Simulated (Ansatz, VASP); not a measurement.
## Hf: VASP beside Ansatz

File INCAR:

```
PREC     = Accurate       # precision mode
ENCUT    = 520            # plane-wave cutoff, eV
EDIFF    = 1E-6           # SCF threshold, eV
ISMEAR   = -1             # smearing method
SIGMA    = 0.08           # smearing width, eV
LREAL    = False          # projectors in reciprocal space
LASPH    = True           # aspherical terms in the spheres
NELM     = 80             # most SCF steps
ALGO     = Normal         # electronic algorithm
ISIF     = 2              # what is computed and relaxed
LWAVE    = False          # write WAVECAR
LCHARG   = False          # write CHGCAR
GGA      = PS             # functional
NBANDS   = 17             # bands
```

KPOINTS

```
regular mesh
0
Gamma
  14 14 8
```

File POSCAR:

```
Hf
1.0
    2.7932622009      0.0000000000      0.0000000000
   -1.3966311005      2.4190360254      0.0000000000
    0.0000000000      0.0000000000      4.6051509512
Hf
2
Direct
    0.3333333333      0.6666666667      0.2500000000
    0.6666666667      0.3333333333      0.7500000000
```

Input for Ansatz:

```yaml
crystal:
  lattice:
    - [2.7932622009, 0.0, 0.0]
    - [-1.3966311005, 2.4190360254, 0.0]
    - [0.0, 0.0, 4.6051509512]
  atoms:
    - { symbol: Hf, position: [0.3333333333, 0.6666666667, 0.25] }
    - { symbol: Hf, position: [0.6666666667, 0.3333333333, 0.75] }
kpoints:
  mp_grid: { grid: [14, 14, 8] }
scf:
  occupations: { method: fermi_dirac, width: 0.08 }
hamiltonian:
  xc: pbesol
  pseudopotentials: { kind: all_electron, lapw: { basis_error: 0.001 } }
output:
  forces: true
  stress: true
  eigenvalues: true
  populations: true
```

Change from the starting cell: volume scaled by 0.72, LAPW.

Alike in both runs: task single point; functional PBEsol; k mesh 14 × 14 × 8; occupations fermi-dirac, width 0.08 eV; no spin polarisation.

|  | VASP | Ansatz |
| --- | --- | --- |
| version | VASP 6.6.1 | Ansatz 0.2.0 |
| potentials or method | VASP PAW PBE potentials, release 64 (Hf_pv), cutoff 520 eV | all-electron LAPW, scalar-relativistic |

```csv
,VASP,Ansatz,Ansatz less VASP
pressure (GPa),63.0,63.6,+0.67
"traceless stress, the component that is largest in VASP (GPa)",-0.24,-0.03,+0.206
```

VASP's potentials were made for PBE, not for PBEsol. Both programs put the cell under a high pressure, so it lies far from rest at this level. Ansatz ran all-electron here, and VASP with PAW potentials.

Spin-orbit coupling is off throughout. Noted on VASP's run: the cell as given lies far from equilibrium.
